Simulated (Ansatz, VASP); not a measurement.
**NaZr2: VASP beside Ansatz**

File INCAR:

```
PREC = Accurate
ENCUT = 520
EDIFF = 1E-6
ISMEAR = 0
SIGMA = 0.1
LREAL = F
LASPH = T
NELM = 60
ALGO = Normal
ISIF = 2
LWAVE = F
LCHARG = T
GGA = PE
LELF = T
LVHAR = T
NBANDS = 22
```

Contents of KPOINTS:

```
Automatic mesh
0
Gamma
  6 6 6
```

POSCAR

```
NaZr2
1.0
    1.7391874092      1.0041203189      5.2527908824
   -1.7391874092      1.0041203189      5.2527908824
    0.0000000000     -2.0082406378      5.2527908824
Na Zr
1 2
Direct
    0.0000000000      0.0000000000      0.0000000000
    0.7500000000      0.7500000000      0.7500000000
    0.2500000000      0.2500000000      0.2500000000
```

Input for Ansatz:

```yaml
crystal:
  lattice:
    - [1.7391874092, 1.0041203189, 5.2527908824]
    - [-1.7391874092, 1.0041203189, 5.2527908824]
    - [0.0, -2.0082406378, 5.2527908824]
  atoms:
    - { symbol: Na, position: [0.0, 0.0, 0.0] }
    - { symbol: Zr, position: [0.75, 0.75, 0.75] }
    - { symbol: Zr, position: [0.25, 0.25, 0.25] }
basis:
  ecutwfc: 420
kpoints:
  mp_grid: { grid: [6, 6, 6] }
hamiltonian:
  xc: pbe
scf:
  occupations: { method: gaussian, width: 0.1 }
  lower_state_search: "off"
output:
  forces: true
  stress: true
  eigenvalues: true
```

Alike in both runs: task single point; functional PBE; k mesh 6 × 6 × 6; occupations gaussian, width 0.1 eV; no spin polarisation.

|  | VASP | Ansatz |
| --- | --- | --- |
| version | VASP 6.6.1 | Ansatz 0.2.0 |
| potentials or method | VASP PAW PBE potentials, release 64 (Na_pv, Zr_sv), cutoff 520 eV | scalar-relativistic, plane waves, PAW |
| valence electrons in the cell | 31 | 33 |

|  | VASP | Ansatz | Ansatz less VASP |
| --- | --- | --- | --- |
| gap on the k mesh at the Fermi level (eV) | none | none | - |
| rms of the force components (eV/Å) | 2.732 | 2.710 | -0.0222 |

Atom by atom the forces differ by 0.022 eV/Å (rms over components). A gap of «none» marks a metal or a gap that the smearing closes. With one functional, cell and mesh, what is left measures potentials, basis and numerics. VASP's potentials hold 31 valence electrons a cell and Ansatz's 33, so a difference there can come from the potentials and not from the codes.
